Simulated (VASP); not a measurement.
# TiO2 (I4/mmm) in VASP: single point with PBE

Aim: the single point of TiO2 with PBE.

All numbers are computed with VASP 6.6.1; they aren't measurements. Logs are shortened: lines on timing, memory, paths and dates and some standing lists are left out, and cuts for length are marked.

### Step 1. The cell of the first run

Symmetry: I4/mmm, No. 139, tetragonal system. The conventional cell has a = 10.128 Å, b = 10.128 Å, c = 5.956 Å, α = 90.00°, β = 90.00°, γ = 90.00°. Ti (site symmetry m2m) has 4 O at 1.82 Å within 2.4 Å. Within 2.4 Å of O (site symmetry 2/m) lie 2 Ti at 1.82 Å. Within 2.4 Å of O (site symmetry m2m) lie 2 Ti at 1.82 Å.

### Step 2. Single point, PBE

File INCAR:

```
SYSTEM = TiO2
  PREC = Accurate
  ENCUT = 520
  EDIFF = 1E-6
  ISMEAR = 0
  SIGMA = 0.02
  LREAL = .FALSE.
  LASPH = .TRUE.
  NELM = 100
  ALGO = Normal
  ISIF = 2
  LWAVE = .FALSE.
  LCHARG = .FALSE.
  GGA = PE
  NBANDS = 60
```

File KPOINTS:

```
Automatic mesh
0
G
  6 6 6
  0 0 0
```

File POSCAR:

```
TiO2
1.0
   -5.0638226477      5.0638226477      2.9779725578
    5.0638226477     -5.0638226477      2.9779725578
    5.0638226477      5.0638226477     -2.9779725578
Ti O
4 8
Direct
    0.1772833096      0.1772833096      0.3545666192
    0.8227166904      0.1772833096      0.0000000000
    0.1772833096      0.8227166904      0.0000000000
    0.8227166904      0.8227166904      0.6454333808
    0.5000000000      0.5000000000      0.5000000000
    0.0000000000      0.5000000000      0.0000000000
    0.5000000000      0.0000000000      0.0000000000
    0.0000000000      0.0000000000      0.5000000000
    0.0000000000      0.2054844039      0.2054844039
    0.7945155961      0.0000000000      0.7945155961
    0.2054844039      0.0000000000      0.2054844039
    0.0000000000      0.7945155961      0.7945155961
```

Potentials or basis: VASP PAW PBE potentials, release 64 (Ti_sv, O).

The run is started by

```sh
> cat potpaw_PBE.64/Ti_sv/POTCAR potpaw_PBE.64/O/POTCAR > POTCAR
> mpirun -np 1 vasp_std > vasp.out
```

OUTCAR:

```text
SYSTEM = TiO2
   PREC = Accurate
   ENCUT = 520
   EDIFF = 1E-6
   ISMEAR = 0
   LREAL = .FALSE.
   LASPH = .TRUE.
   NELM = 100
   ISIF = 2
   GGA = PE

 ion  position               nearest neighbor table
   1  0.177  0.177  0.355-   5 1.82   8 1.82   9 1.82  11 1.82
   2  0.823  0.177  0.000-   6 1.82   7 1.82   9 1.82  10 1.82
   3  0.177  0.823  0.000-   6 1.82   7 1.82  11 1.82  12 1.82
   4  0.823  0.823  0.645-   5 1.82   8 1.82  10 1.82  12 1.82
   5  0.500  0.500  0.500-   1 1.82   4 1.82
   6  0.000  0.500  0.000-   2 1.82   3 1.82
   7  0.500  0.000  0.000-   2 1.82   3 1.82
   8  0.000  0.000  0.500-   1 1.82   4 1.82
   9  0.000  0.205  0.205-   1 1.82   2 1.82
  10  0.795  0.000  0.795-   2 1.82   4 1.82
  11  0.205  0.000  0.205-   1 1.82   3 1.82
  12  0.000  0.795  0.795-   3 1.82   4 1.82

  LATTYP: Found a body centered tetragonal cell.
 ALAT       =    10.1276452954
 C/A-ratio  =     0.5880878469

  Lattice vectors:

 A1 = (  -5.0638226477,   5.0638226477,   2.9779725578)
 A2 = (   5.0638226477,  -5.0638226477,   2.9779725578)
 A3 = (   5.0638226477,   5.0638226477,  -2.9779725578)

Analysis of symmetry for initial positions (statically):
=====================================================================
 Subroutine PRICEL returns:
 Original cell was already a primitive cell.

 Routine SETGRP: Setting up the symmetry group for a
 body centered tetragonal supercell.

 Subroutine GETGRP returns: Found 16 space group operations
 (whereof 16 operations were pure point group operations)
 out of a pool of 16 trial point group operations.

The static configuration has the point symmetry D_4h.

Analysis of symmetry for dynamics (positions and initial velocities):
=====================================================================
 Subroutine PRICEL returns:
 Original cell was already a primitive cell.

 Routine SETGRP: Setting up the symmetry group for a
 body centered tetragonal supercell.

 Subroutine GETGRP returns: Found 16 space group operations
 (whereof 16 operations were pure point group operations)
 out of a pool of 16 trial point group operations.

The dynamic configuration has the point symmetry D_4h.

 Subroutine INISYM returns: Found 16 space group operations
 (whereof 16 operations are pure point group operations),
 and found     1 'primitive' translations

----------------------------------------------------------------------------------------

                                     Primitive cell

  volume of cell :     305.4483

  direct lattice vectors                    reciprocal lattice vectors
    -5.063822648  5.063822648  2.977972558     0.000000000  0.098739635  0.167899465
     5.063822648 -5.063822648  2.977972558     0.098739635  0.000000000  0.167899465
     5.063822648  5.063822648 -2.977972558     0.098739635  0.098739635  0.000000000

  length of vectors
     7.755831365  7.755831365  7.755831365     0.194781277  0.194781277  0.139638931

  position of ions in fractional coordinates (direct lattice)
     0.177283310  0.177283310  0.354566619
     0.822716690  0.177283310  0.000000000
     0.177283310  0.822716690  0.000000000
     0.822716690  0.822716690  0.645433381
     0.500000000  0.500000000  0.500000000
     0.000000000  0.500000000  0.000000000
     0.500000000  0.000000000  0.000000000
     0.000000000  0.000000000  0.500000000
     0.000000000  0.205484404  0.205484404
     0.794515596  0.000000000  0.794515596
     0.205484404  0.000000000  0.205484404
     0.000000000  0.794515596  0.794515596

  ion indices of the primitive-cell ions
   primitive index   ion index
                 1           1
                 2           2
                 3           3
                 4           4
                 5           5
                 6           6
                 7           7
                 8           8
                 9           9
                10          10
                11          11
                12          12

----------------------------------------------------------------------------------------

 KPOINTS: Automatic mesh

Automatic generation of k-mesh.
 Grid dimensions read from file:
 generate k-points for:    6    6    6

 Generating k-lattice:

  Cartesian coordinates                     Fractional coordinates (reciprocal lattice)
     0.000000000  0.016456606  0.027983244     0.166666667  0.000000000 -0.000000000
     0.016456606  0.000000000  0.027983244     0.000000000  0.166666667 -0.000000000
     0.016456606  0.016456606  0.000000000     0.000000000  0.000000000  0.166666667

  Length of vectors
     0.032463546  0.032463546  0.023273155

  Shift w.r.t. Gamma in fractional coordinates (k-lattice)
     0.000000000  0.000000000  0.000000000

 Subroutine IBZKPT returns following result:
 ===========================================

 Found     30 irreducible k-points:

 Following reciprocal coordinates:
            Coordinates               Weight
  0.000000  0.000000  0.000000      1.000000
  0.166667 -0.000000  0.000000      8.000000
  0.333333 -0.000000  0.000000      8.000000
  0.500000 -0.000000  0.000000      4.000000
  0.166667  0.166667  0.000000      8.000000
  0.333333  0.166667  0.000000     16.000000
[... 16 lines left out ...]
 -0.333333 -0.333333  0.166667      8.000000
 -0.166667 -0.333333  0.166667      8.000000
 [... further k-points ...]
   k-points           NKPTS =     30   k-points in BZ     NKDIM =     30   number of bands    NBANDS=     60
   number of dos      NEDOS =    301   number of ions     NIONS =     12
   total plane-waves  NPLWV = 216000
   dimension x,y,z NGX =    60 NGY =   60 NGZ =   60
   dimension x,y,z NGXF=   120 NGYF=  120 NGZF=  120
   ions per type =               4   8
   NGX,Y,Z   is equivalent  to a cutoff of  12.86, 12.86, 12.86 a.u.
   NGXF,Y,Z  is equivalent  to a cutoff of  25.72, 25.72, 25.72 a.u.
 SYSTEM =  TiO2
   PREC   = accura    normal or accurate (medium, high low for compatibility)
   ISTART =      0    job   : 0-new  1-cont  2-samecut
   ICHARG =      2    charge: 1-file 2-atom 10-const
   ISPIN  =      1    spin polarized calculation?
   LNONCOLLINEAR =      F non collinear calculations
   LSORBIT =      F    spin-orbit coupling
   LASPH  =      T    aspherical Exc in radial PAW
   ENCUT  =  520.0 eV  38.22 Ry    6.18 a.u.  14.42 14.42 14.42*2*pi/ulx,y,z
   NELM   =    100;   NELMIN=  2; NELMDL= -5     # of ELM steps
   EDIFF  = 0.1E-05   stopping-criterion for ELM
   LREAL  =      F    real-space projection
   EDIFFG = 0.1E-04   stopping-criterion for IOM
   NSW    =      0    number of steps for IOM
   IBRION =     -1    ionic relax: 0-MD 1-quasi-New 2-CG
   NFREE  =      0    steps in history (QN), initial steepest desc. (CG)
   ISIF   =      2    stress and relaxation
   ISYM   =      2    0-nonsym 1-usesym 2-fastsym
   POTIM  = 0.5000    time-step for ionic-motion
   TEBEG  =    0.0;   TEEND  =   0.0 temperature during run
   PSTRESS=    0.0 pullay stress
   NELECT =      96.0000    total number of electrons
   NUPDOWN=      -1.0000    fix difference up-down
   EMIN   =  10.00;   EMAX   =-10.00  energy-range for DOS
   EFERMI =   0.00;   METHOD = LEGACY
   ISMEAR =     0;   SIGMA  =   0.02  broadening in eV -4-tet -1-fermi 0-gaus
   EFERMI_NEDOS =   21; number of points for ismear=-14 and -15
   IALGO  =     38    algorithm
   IMIX   =      4    mixing-type and parameters
     AMIX     =   0.40;   BMIX     =  1.00
     AMIX_MAG =   1.60;   BMIX_MAG =  1.00
  volume/ion in A,a.u.               =      25.45       171.77
  Fermi-wavevector in a.u.,A,eV,Ry     =   1.113062  2.103382 16.856353  1.238907
  Thomas-Fermi vector in A             =   2.249643
   LORBIT       =      0    0 simple, 1 ext, 2 COOP (PROOUT), +10 PAW based schemes
   GGA     = PE    functional components
   LHFCALC =     F    Hartree Fock is set to
   AEXX    =    0.0000 exact exchange contribution
   IVDW    =     0    specifies the selected vdW correction
   LEPSILON=     F    determine dielectric tensor
   LRPA    =     F    only Hartree local field effects (RPA)
 non-spin polarized calculation
 Gauss-broadening in eV      SIGMA  =   0.02
  energy-cutoff  :      520.00
  volume of cell :      305.45
 maximum number of plane-waves:      8275
 NGX is ok and might be reduce to    60
   NGX = 29   NGY = 29   NGZ = 29

 number of electron      96.0000004 magnetization

 Free energy of the ion-electron system (eV)
  ---------------------------------------------------
  ext. energy  EPLUGINS =         0.00000000
  ---------------------------------------------------
  free energy    TOTEN  =      -107.39104732 eV

  energy without entropy =     -107.39104732  energy(sigma->0) =     -107.39104732

 E-fermi :  -2.5597     XC(G=0):  -6.3575

 val. band max:       -2.6861494284   @ k =   0.5000   0.5000   0.5000
 cond. band min:       0.5780878323   @ k =   0.5000   0.5000   0.5000
 fundamental gap:      3.2642372607
 Fermi energy:        -2.5596874456

 k-point     1 :       0.0000    0.0000    0.0000
  band No.  band energies     occupation
      1     -58.1405      2.00000
      2     -58.1354      2.00000
      3     -58.1336      2.00000
      4     -58.1336      2.00000
      5     -34.5480      2.00000
      6     -34.5385      2.00000
[... 52 lines left out ...]
     59       2.6339      0.00000
     60       2.7547      0.00000

 k-point     2 :       0.1667   -0.0000    0.0000
  band No.  band energies     occupation
      1     -58.1402      2.00000
      2     -58.1355      2.00000
      3     -58.1340      2.00000
      4     -58.1335      2.00000
      5     -34.5479      2.00000
      6     -34.5398      2.00000
[... 1375 lines left out ...]
     59       2.7851      0.00000
     60       3.1537      0.00000

 k-point    24 :      -0.1667   -0.3333    0.1667
  band No.  band energies     occupation
      1     -58.1384      2.00000
      2     -58.1358      2.00000
      3     -58.1358      2.00000
      4     -58.1332      2.00000
      5     -34.5484      2.00000
      6     -34.5431      2.00000
[... 52 lines left out ...]
     59       2.7874      0.00000
     60       2.8605      0.00000

 [... further k-points ...]

------------------------ aborting loop because EDIFF is reached ----------------------------------------

  FORCE on cell =-STRESS in cart. coord.  units (eV):
  Direction    XX          YY          ZZ          XY          YZ          ZX
  --------------------------------------------------------------------------------------
  -------------------------------------------------------------------------------------
  Total        0.6843449      0.6843449      0.6849718      0.0000000      0.0000000      0.0000000
  in kB        3.5896156      3.5896156      3.5929042      0.0000000      0.0000000      0.0000000
  external PRESSURE =       3.5907118 kB  Pullay stress =       0.0000000 kB

 VOLUME and BASIS-vectors are now :
 -----------------------------------------------------------------------------
  energy-cutoff  :      520.00
  volume of cell :      305.45
      direct lattice vectors                 reciprocal lattice vectors
    -5.063822648  5.063822648  2.977972558     0.000000000  0.098739635  0.167899465
     5.063822648 -5.063822648  2.977972558     0.098739635  0.000000000  0.167899465
     5.063822648  5.063822648 -2.977972558     0.098739635  0.098739635  0.000000000

 POSITION                                       TOTAL-FORCE (eV/Angst)
 -----------------------------------------------------------------------------------
      1.79546      1.79546      0.00000         0.011826      0.011826     -0.000000
     -3.26836      3.26836      2.97797         0.011826     -0.011826     -0.000000
      3.26836     -3.26836      2.97797        -0.011826      0.011826     -0.000000
      3.26836      3.26836      2.97797        -0.011826     -0.011826      0.000000
      2.53191      2.53191      1.48899         0.000000      0.000000      0.000000
      2.53191     -2.53191      1.48899         0.000000      0.000000      0.000000
     -2.53191      2.53191      1.48899         0.000000      0.000000      0.000000
      2.53191      2.53191     -1.48899         0.000000      0.000000      0.000000
      2.08107      0.00000      0.00000         0.018966      0.000000     -0.000000
      0.00000      8.04657      0.00000         0.000000     -0.018966      0.000000
      0.00000      2.08107      0.00000         0.000000      0.018966     -0.000000
      8.04657      0.00000      0.00000        -0.018966     -0.000000      0.000000
 -----------------------------------------------------------------------------------
    total drift:                                0.000000      0.000000     -0.000000

  FREE ENERGIE OF THE ION-ELECTRON SYSTEM (eV)
  ---------------------------------------------------
  free  energy   TOTEN  =      -107.3910473193 eV

  energy  without entropy=     -107.3910473193  energy(sigma->0) =     -107.39104732
```

Wall time 15 min (1 thread of Intel Xeon Platinum 8259CL at 2.50GHz (Skylake/Cascade Lake), shared host); peak memory 0.74 GiB.

Results:

```
Free energy            : -107.3910 eV
Pressure               : 0.4 GPa
Largest force          : 0.019 eV/Å
Band gap on the k mesh : 3.26 eV
```

Forces in eV/Å, atoms in the order of the input:
```
Ti   0.012  0.012  0.000
Ti   0.012 -0.012  0.000
Ti  -0.012  0.012  0.000
Ti  -0.012 -0.012  0.000
O    0.000  0.000  0.000
O    0.000  0.000  0.000
O    0.000  0.000  0.000
O    0.000  0.000  0.000
O    0.019  0.000  0.000
O    0.000 -0.019  0.000
O    0.000  0.019  0.000
O   -0.019  0.000  0.000
```

Levels at points of the mesh, in eV from the valence-band top:
```
           k point  band 44  band 45  band 46  band 47  band 48  band 49  band 50  band 51  band 52  band 53
(0.00, 0.00, 0.00)    -0.68    -0.68    -0.36    -0.01     0.00     3.34     3.65     3.65     3.83     4.80
(0.50, 0.00, 0.00)    -0.85    -0.65    -0.52    -0.33    -0.15     3.74     3.96     4.25     4.28     4.46
(0.50, 0.50, 0.00)    -0.55    -0.49    -0.26    -0.22    -0.20     3.58     3.88     3.88     3.99     4.32
(0.50, 0.50, 0.50)    -0.66    -0.66    -0.04     0.00     0.00     3.26     3.84     3.84     4.19     4.19
```

A k mesh can miss the band edges.
